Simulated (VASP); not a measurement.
A run of VASP 6.6.1 is set up as follows.

File INCAR:

```
SYSTEM = Ta16H
PREC = Accurate
ENCUT = 520
EDIFF = 1E-6
ISMEAR = 0
SIGMA = 0.1
LREAL = Auto
LASPH = .TRUE.
NELM = 100
ALGO = Normal
ISIF = 2
LWAVE = .FALSE.
LCHARG = .FALSE.
LDIPOL = .TRUE.
IDIPOL = 3
DIPOL = 0.5 0.5 0.326
GGA = PE
NBANDS = 102
```

Contents of KPOINTS:

```
regular mesh
0
G
  4 4 1
  0 0 0
```

The input POSCAR:

```
Ta16H
1.0
    6.6379342676      0.0000000000      0.0000000000
    0.0000000000      6.6379342676      0.0000000000
    0.0000000000      0.0000000000     20.2996559590
Ta H
16 1
Direct
    0.2500000000      0.2500000000      0.1970476745
    0.2500000000      0.7500000000      0.1970476745
    0.7500000000      0.2500000000      0.1970476745
    0.7500000000      0.7500000000      0.1970476745
    0.0000000000      0.0000000000      0.2787970190
    0.0000000000      0.5000000000      0.2787970190
    0.5000000000      0.0000000000      0.2787970190
    0.5000000000      0.5000000000      0.2787970190
    0.2500000000      0.2500000000      0.3599139068
    0.2500000000      0.7500000000      0.3599139068
    0.7500000000      0.2500000000      0.3599139068
    0.7500000000      0.7500000000      0.3599139068
    0.0000000000      0.0000000000      0.4334879358
    0.0000000000      0.5000000000      0.4334879358
    0.5000000000      0.0000000000      0.4334879358
    0.5000000000      0.5000000000      0.4334879358
    0.2500000000      0.2500000000      0.4577088998
```

Potentials or basis: VASP PAW PBE potentials, release 64 (Ta_pv, H).

Launch:

```console
$ cat potpaw_PBE.64/Ta_pv/POTCAR potpaw_PBE.64/H/POTCAR > POTCAR
$ mpirun -np 1 vasp_std > vasp.out
```

(1) Estimate the band gap on the k mesh.

(2) What does it give for the largest force?

Results:

(1) zero (an odd number of electrons rules out a gap without spin polarisation).

(2) 0.948 eV/Å.

Caveat: spin-orbit coupling is left out, which moves the levels of the heavy elements.
